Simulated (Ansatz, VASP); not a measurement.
## One calculation of Cu, two programs

POSCAR

```
Cu
1.0
   -1.4523485211      1.4523485211      1.3851948378
    1.4523485211     -1.4523485211      1.3851948378
    1.4523485211      1.4523485211     -1.3851948378
Cu
1
Direct
    0.0000000000      0.0000000000      0.0000000000
```

INCAR.step1

```
SYSTEM = Cu
  PREC = Accurate
  ENCUT = 520
  EDIFF = 1E-5
  ISMEAR = -1
  SIGMA = 0.05
  LREAL = .False.
  LASPH = .True.
  NELM = 80
  ALGO = Normal
  ISIF = 2
  LWAVE = .True.
  LCHARG = .False.
  GGA = PE
  NBANDS = 12
```

File INCAR.step2:

```
SYSTEM = Cu
  PREC = Accurate
  ENCUT = 520
  EDIFF = 1E-7
  ISMEAR = -1
  SIGMA = 0.05
  LREAL = .False.
  LASPH = .True.
  NELM = 80
  ALGO = Normal
  ISIF = 2
  LWAVE = .False.
  LCHARG = .False.
  GGA = PE
  LHFCALC = .True.
  HFSCREEN = 0.2079
  PRECFOCK = Normal
  ISTART = 1
  NBANDS = 12
```

Contents of KPOINTS:

```
regular mesh
0
Gamma
  8 8 8
  0 0 0
```

Contents of input:

```
crystal:
  lattice:
    - [-1.4523485211, 1.4523485211, 1.3851948378]
    - [1.4523485211, -1.4523485211, 1.3851948378]
    - [1.4523485211, 1.4523485211, -1.3851948378]
  atoms:
    - { symbol: Cu, position: [0.0, 0.0, 0.0] }
hamiltonian:
  xc: hse06
  pseudopotentials: { kind: paw }
kpoints:
  mp_grid: { grid: [8, 8, 8] }
scf:
  occupations: { method: fermi_dirac, width: 0.05 }
output:
  forces: true
  stress: true
  eigenvalues: true
```

Alike in both runs: task single point; functional HSE06; k mesh 8 × 8 × 8; occupations fermi-dirac, width 0.05 eV; no spin polarisation.

|  | VASP | Ansatz |
| --- | --- | --- |
| version | VASP 6.6.1 | Ansatz 0.2.0 |
| potentials or method | VASP PAW PBE potentials, release 64 (Cu) | Ansatz PAW |
| plane-wave cutoff (eV) | 520 | 420 |
| valence electrons in the cell | 11 | 19 |

|  | VASP | Ansatz | Ansatz less VASP |
| --- | --- | --- | --- |
| gap on the k mesh at the Fermi level (eV) | none | none | - |
| pressure (GPa) | 4.6 | 4.1 | -0.52 |
| traceless stress, the component that is largest in VASP (GPa) | -0.25 | -0.22 | +0.030 |

A gap of «none» marks a metal or a gap that the smearing closes. With one functional, cell and mesh, what is left measures potentials, basis and numerics. VASP's potentials hold 11 valence electrons a cell and Ansatz's 19, so a difference there can come from the potentials and not from the codes.

The k mesh is coarse, so the values compare programs but aren't converged.
